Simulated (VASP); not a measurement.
# La3SnC (Pm-3m) in VASP: single point with LDA

Aim: the single point of La3SnC with LDA.

Everything below comes from runs of VASP 6.6.1. Logs are shortened: lines on timing, memory, paths and dates and some standing lists are left out, and cuts for length are marked.

## Step 1: The cell of the first run

Symmetry: Pm-3m, No. 221, cubic system. The conventional cell has a = 5.220 Å, b = 5.220 Å, c = 5.220 Å, α = 90.00°, β = 90.00°, γ = 90.00°. Within 3.4 Å of La (site symmetry 4/mmm) lie 2 C at 2.61 Å. Within 4.8 Å of Sn (site symmetry m-3m) lie 12 La at 3.69 Å and 8 C at 4.52 Å. Within 3.4 Å of C (site symmetry m-3m) lie 6 La at 2.61 Å.

## Step 2: Single point, LDA

INCAR

```
SYSTEM = La3SnC
  PREC = Accurate
  ENCUT = 520
  EDIFF = 1E-7
  ISMEAR = -1
  SIGMA = 0.05
  LREAL = .FALSE.
  LASPH = .TRUE.
  NELM = 100
  ALGO = Normal
  ISIF = 2
  LWAVE = .FALSE.
  LCHARG = .FALSE.
  GGA = CA
  NBANDS = 34
```

KPOINTS

```
regular mesh
0
G
  4 4 4
  0 0 0
```

POSCAR

```
La3SnC
1.0
    5.2202995700      0.0000000000      0.0000000000
    0.0000000000      5.2202995700      0.0000000000
    0.0000000000      0.0000000000      5.2202995700
La Sn C
3 1 1
Direct
    0.5000000000      0.0000000000      0.0000000000
    0.0000000000      0.5000000000      0.0000000000
    0.0000000000      0.0000000000      0.5000000000
    0.5000000000      0.5000000000      0.5000000000
    0.0000000000      0.0000000000      0.0000000000
```

Potentials or basis: VASP PAW LDA potentials, release 64 (La, Sn_d, C).

Launch:

```console
> cat potpaw_LDA.64/La/POTCAR potpaw_LDA.64/Sn_d/POTCAR potpaw_LDA.64/C/POTCAR > POTCAR
> mpirun -np 1 vasp_std > vasp.out
```

OUTCAR:

```text
SYSTEM = La3SnC
   PREC = Accurate
   ENCUT = 520
   EDIFF = 1E-7
   ISMEAR = -1
   LREAL = .FALSE.
   LASPH = .TRUE.
   NELM = 100
   ISIF = 2
   GGA = CA

 ion  position               nearest neighbor table
   1  0.500  0.000  0.000-   5 2.61   5 2.61   4 3.69   4 3.69   4 3.69   4 3.69
   2  0.000  0.500  0.000-   5 2.61   5 2.61   4 3.69   4 3.69   4 3.69   4 3.69
   3  0.000  0.000  0.500-   5 2.61   5 2.61   4 3.69   4 3.69   4 3.69   4 3.69
   4  0.500  0.500  0.500-   1 3.69   2 3.69   3 3.69   1 3.69   2 3.69   1 3.69   3 3.69   1 3.69
                             2 3.69   3 3.69   2 3.69   3 3.69
   5  0.000  0.000  0.000-   1 2.61   2 2.61   3 2.61   3 2.61   2 2.61   1 2.61

  LATTYP: Found a simple cubic cell.
 ALAT       =     5.2202995700

  Lattice vectors:

 A1 = (   5.2202995700,   0.0000000000,   0.0000000000)
 A2 = (   0.0000000000,   5.2202995700,   0.0000000000)
 A3 = (   0.0000000000,   0.0000000000,   5.2202995700)

Analysis of symmetry for initial positions (statically):
=====================================================================
 Subroutine PRICEL returns:
 Original cell was already a primitive cell.

 Routine SETGRP: Setting up the symmetry group for a
 simple cubic supercell.

 Subroutine GETGRP returns: Found 48 space group operations
 (whereof 48 operations were pure point group operations)
 out of a pool of 48 trial point group operations.

The static configuration has the point symmetry O_h .

Analysis of symmetry for dynamics (positions and initial velocities):
=====================================================================
 Subroutine PRICEL returns:
 Original cell was already a primitive cell.

 Routine SETGRP: Setting up the symmetry group for a
 simple cubic supercell.

 Subroutine GETGRP returns: Found 48 space group operations
 (whereof 48 operations were pure point group operations)
 out of a pool of 48 trial point group operations.

The dynamic configuration has the point symmetry O_h .

 Subroutine INISYM returns: Found 48 space group operations
 (whereof 48 operations are pure point group operations),
 and found     1 'primitive' translations

----------------------------------------------------------------------------------------

                                     Primitive cell

  volume of cell :     142.2611

  direct lattice vectors                    reciprocal lattice vectors
     5.220299570  0.000000000  0.000000000     0.191559888  0.000000000  0.000000000
     0.000000000  5.220299570  0.000000000     0.000000000  0.191559888  0.000000000
     0.000000000  0.000000000  5.220299570     0.000000000  0.000000000  0.191559888

  length of vectors
     5.220299570  5.220299570  5.220299570     0.191559888  0.191559888  0.191559888

  position of ions in fractional coordinates (direct lattice)
     0.500000000  0.000000000  0.000000000
     0.000000000  0.500000000  0.000000000
     0.000000000  0.000000000  0.500000000
     0.500000000  0.500000000  0.500000000
     0.000000000  0.000000000  0.000000000

  ion indices of the primitive-cell ions
   primitive index   ion index
                 1           1
                 2           2
                 3           3
                 4           4
                 5           5

----------------------------------------------------------------------------------------

 KPOINTS: regular mesh

Automatic generation of k-mesh.
 Grid dimensions read from file:
 generate k-points for:    4    4    4

 Generating k-lattice:

  Cartesian coordinates                     Fractional coordinates (reciprocal lattice)
     0.047889972  0.000000000  0.000000000     0.250000000  0.000000000  0.000000000
     0.000000000  0.047889972  0.000000000     0.000000000  0.250000000  0.000000000
     0.000000000  0.000000000  0.047889972     0.000000000  0.000000000  0.250000000

  Length of vectors
     0.047889972  0.047889972  0.047889972

  Shift w.r.t. Gamma in fractional coordinates (k-lattice)
     0.000000000  0.000000000  0.000000000

 Subroutine IBZKPT returns following result:
 ===========================================

 Found     10 irreducible k-points:

 Following reciprocal coordinates:
            Coordinates               Weight
  0.000000  0.000000  0.000000      1.000000
  0.250000  0.000000  0.000000      6.000000
  0.500000  0.000000  0.000000      3.000000
  0.250000  0.250000  0.000000     12.000000
  0.500000  0.250000  0.000000     12.000000
  0.500000  0.500000  0.000000      3.000000
  0.250000  0.250000  0.250000      8.000000
  0.500000  0.250000  0.250000     12.000000
  0.500000  0.500000  0.250000      6.000000
  0.500000  0.500000  0.500000      1.000000
   k-points           NKPTS =     10   k-points in BZ     NKDIM =     10   number of bands    NBANDS=     34
   number of dos      NEDOS =    301   number of ions     NIONS =      5
   total plane-waves  NPLWV =  64000
   dimension x,y,z NGX =    40 NGY =   40 NGZ =   40
   dimension x,y,z NGXF=    80 NGYF=   80 NGZF=   80
   ions per type =               3   1   1
   NGX,Y,Z   is equivalent  to a cutoff of  12.74, 12.74, 12.74 a.u.
   NGXF,Y,Z  is equivalent  to a cutoff of  25.48, 25.48, 25.48 a.u.
 SYSTEM =  La3SnC
   PREC   = accura    normal or accurate (medium, high low for compatibility)
   ISTART =      0    job   : 0-new  1-cont  2-samecut
   ICHARG =      2    charge: 1-file 2-atom 10-const
   ISPIN  =      1    spin polarized calculation?
   LNONCOLLINEAR =      F non collinear calculations
   LSORBIT =      F    spin-orbit coupling
   LASPH  =      T    aspherical Exc in radial PAW
   ENCUT  =  520.0 eV  38.22 Ry    6.18 a.u.   9.71  9.71  9.71*2*pi/ulx,y,z
   NELM   =    100;   NELMIN=  2; NELMDL= -5     # of ELM steps
   EDIFF  = 0.1E-06   stopping-criterion for ELM
   LREAL  =      F    real-space projection
   EDIFFG = 0.1E-05   stopping-criterion for IOM
   NSW    =      0    number of steps for IOM
   IBRION =     -1    ionic relax: 0-MD 1-quasi-New 2-CG
   NFREE  =      0    steps in history (QN), initial steepest desc. (CG)
   ISIF   =      2    stress and relaxation
   ISYM   =      2    0-nonsym 1-usesym 2-fastsym
   POTIM  = 0.5000    time-step for ionic-motion
   TEBEG  =    0.0;   TEEND  =   0.0 temperature during run
   PSTRESS=    0.0 pullay stress
   NELECT =      51.0000    total number of electrons
   NUPDOWN=      -1.0000    fix difference up-down
   EMIN   =  10.00;   EMAX   =-10.00  energy-range for DOS
   EFERMI =   0.00;   METHOD = LEGACY
   ISMEAR =    -1;   SIGMA  =   0.05  broadening in eV -4-tet -1-fermi 0-gaus
   EFERMI_NEDOS =   21; number of points for ismear=-14 and -15
   IALGO  =     38    algorithm
   IMIX   =      4    mixing-type and parameters
     AMIX     =   0.40;   BMIX     =  1.00
     AMIX_MAG =   1.60;   BMIX_MAG =  1.00
  volume/ion in A,a.u.               =      28.45       192.01
  Fermi-wavevector in a.u.,A,eV,Ry     =   1.162973  2.197699 18.401950  1.352505
  Thomas-Fermi vector in A             =   2.299528
   LORBIT       =      0    0 simple, 1 ext, 2 COOP (PROOUT), +10 PAW based schemes
   GGA     = CA    functional components
   LHFCALC =     F    Hartree Fock is set to
   AEXX    =    0.0000 exact exchange contribution
   IVDW    =     0    specifies the selected vdW correction
   LEPSILON=     F    determine dielectric tensor
   LRPA    =     F    only Hartree local field effects (RPA)
 non-spin polarized calculation
  energy-cutoff  :      520.00
  volume of cell :      142.26
 maximum number of plane-waves:      3887
 NGX is ok and might be reduce to    40
   NGX = 19   NGY = 19   NGZ = 19

 number of electron      50.9999989 magnetization

 Free energy of the ion-electron system (eV)
  ---------------------------------------------------
  ext. energy  EPLUGINS =         0.00000000
  ---------------------------------------------------
  free energy    TOTEN  =       -33.59537662 eV

  energy without entropy =      -33.56815810  energy(sigma->0) =      -33.58176736

 E-fermi :   7.6470     XC(G=0): -10.1022

 val. band max:        7.6425958039   @ k =   0.0000   0.0000   0.0000
 cond. band min:       7.6916730224   @ k =   0.2500   0.2500   0.0000
 fundamental gap:      0.0490772185
 Fermi energy:         7.6470331076

 k-point     1 :       0.0000    0.0000    0.0000
  band No.  band energies     occupation
      1     -24.8597      2.00000
      2     -24.6098      2.00000
      3     -24.6098      2.00000
      4     -12.9050      2.00000
      5     -12.9050      2.00000
      6     -12.9050      2.00000
[... 26 lines left out ...]
     33       9.6398      0.00000
     34       9.6407      0.00000

 k-point     2 :       0.2500    0.0000    0.0000
  band No.  band energies     occupation
      1     -24.8283      2.00000
      2     -24.6419      2.00000
      3     -24.6094      2.00000
      4     -12.9066      2.00000
      5     -12.9066      2.00000
      6     -12.9050      2.00000
[... 26 lines left out ...]
     33       9.6093      0.00000
     34       9.6409      0.00000

 k-point     3 :       0.5000    0.0000    0.0000
  band No.  band energies     occupation
      1     -24.7774      2.00000
      2     -24.6936      2.00000
      3     -24.6089      2.00000
      4     -12.9081      2.00000
      5     -12.9081      2.00000
      6     -12.9050      2.00000
[... 26 lines left out ...]
     33       9.3120      0.00000
     34       9.3155      0.00000

 k-point     4 :       0.2500    0.2500    0.0000
  band No.  band energies     occupation
      1     -24.8002      2.00000
      2     -24.6514      2.00000
      3     -24.6276      2.00000
      4     -12.9066      2.00000
      5     -12.9066      2.00000
      6     -12.9064      2.00000
[... 26 lines left out ...]
     33       9.5956      0.00000
     34       9.6546      0.00000

 k-point     5 :       0.5000    0.2500    0.0000
  band No.  band energies     occupation
      1     -24.7526      2.00000
      2     -24.6929      2.00000
      3     -24.6334      2.00000
      4     -12.9080      2.00000
      5     -12.9065      2.00000
      6     -12.9064      2.00000
[... 26 lines left out ...]
     33       9.5156      0.00000
     34       9.5393      0.00000

 k-point     6 :       0.5000    0.5000    0.0000
  band No.  band energies     occupation
      1     -24.6934      2.00000
      2     -24.6922      2.00000
      3     -24.6922      2.00000
      4     -12.9078      2.00000
      5     -12.9078      2.00000
      6     -12.9049      2.00000
[... 26 lines left out ...]
     33       9.4506      0.00000
     34       9.6159      0.00000

 k-point     7 :       0.2500    0.2500    0.2500
  band No.  band energies     occupation
      1     -24.7765      2.00000
      2     -24.6508      2.00000
      3     -24.6508      2.00000
      4     -12.9066      2.00000
      5     -12.9065      2.00000
      6     -12.9065      2.00000
[... 26 lines left out ...]
     33       9.5649      0.00000
     34       9.5872      0.00000

 k-point     8 :       0.5000    0.2500    0.2500
  band No.  band energies     occupation
      1     -24.7346      2.00000
      2     -24.6923      2.00000
      3     -24.6503      2.00000
      4     -12.9065      2.00000
      5     -12.9064      2.00000
      6     -12.9063      2.00000
[... 26 lines left out ...]
     33       9.5505      0.00000
     34       9.5799      0.00000

 k-point     9 :       0.5000    0.5000    0.2500
  band No.  band energies     occupation
      1     -24.6922      2.00000
      2     -24.6916      2.00000
      3     -24.6916      2.00000
      4     -12.9062      2.00000
      5     -12.9062      2.00000
      6     -12.9048      2.00000
[... 26 lines left out ...]
     33       9.5577      0.00000
     34       9.5848      0.00000

 k-point    10 :       0.5000    0.5000    0.5000
  band No.  band energies     occupation
      1     -24.6911      2.00000
      2     -24.6911      2.00000
      3     -24.6911      2.00000
      4     -12.9046      2.00000
      5     -12.9046      2.00000
      6     -12.9046      2.00000
[... 26 lines left out ...]
     33       9.3124      0.00000
     34       9.3136      0.00000

------------------------ aborting loop because EDIFF is reached ----------------------------------------

  FORCE on cell =-STRESS in cart. coord.  units (eV):
  Direction    XX          YY          ZZ          XY          YZ          ZX
  --------------------------------------------------------------------------------------
  -------------------------------------------------------------------------------------
  Total       -3.7674014     -3.7674014     -3.7674014     -0.0000000     -0.0000000      0.0000000
  in kB      -42.4293330    -42.4293330    -42.4293330     -0.0000000     -0.0000000      0.0000000
  external PRESSURE =     -42.4293330 kB  Pullay stress =       0.0000000 kB

 VOLUME and BASIS-vectors are now :
 -----------------------------------------------------------------------------
  energy-cutoff  :      520.00
  volume of cell :      142.26
      direct lattice vectors                 reciprocal lattice vectors
     5.220299570  0.000000000  0.000000000     0.191559888  0.000000000  0.000000000
     0.000000000  5.220299570  0.000000000     0.000000000  0.191559888  0.000000000
     0.000000000  0.000000000  5.220299570     0.000000000  0.000000000  0.191559888

 POSITION                                       TOTAL-FORCE (eV/Angst)
 -----------------------------------------------------------------------------------
      2.61015      0.00000      0.00000         0.000000      0.000000      0.000000
      0.00000      2.61015      0.00000         0.000000      0.000000      0.000000
      0.00000      0.00000      2.61015         0.000000      0.000000      0.000000
      2.61015      2.61015      2.61015         0.000000      0.000000      0.000000
      0.00000      0.00000      0.00000         0.000000      0.000000      0.000000
 -----------------------------------------------------------------------------------
    total drift:                               -0.000000      0.000000     -0.000000

  FREE ENERGIE OF THE ION-ELECTRON SYSTEM (eV)
  ---------------------------------------------------
  free  energy   TOTEN  =       -33.5953766220 eV

  energy  without entropy=      -33.5681581015  energy(sigma->0) =      -33.58176736
```

Run time: 40 s. Hardware: 1 thread of AMD EPYC 9R45 (Zen 5), shared host; peak memory 0.2 GiB.

Results:

```yaml
Free_energy: -33.5954 eV
Pressure: -4.2 GPa
```

Levels at points of the mesh, in eV from the Fermi level:
```
           k point  band 21  band 22  band 23  band 24  band 25  band 26  band 27  band 28  band 29  band 30
(0.00, 0.00, 0.00)    -0.91    -0.69    -0.69    -0.69    -0.09    -0.09    -0.09     0.00     0.00     0.00
(0.50, 0.00, 0.00)    -2.23    -1.20    -1.20    -0.50    -0.50    -0.35     0.48     1.09     1.29     1.46
(0.50, 0.50, 0.00)    -2.74    -1.76    -1.72    -1.72    -0.95     1.09     1.09     1.20     1.20     1.43
(0.50, 0.50, 0.50)    -3.13    -3.13    -0.61    -0.61    -0.61     0.99     0.99     0.99     1.43     1.43
```

Caveat: spin-orbit coupling is left out, which moves the levels of the heavy elements.
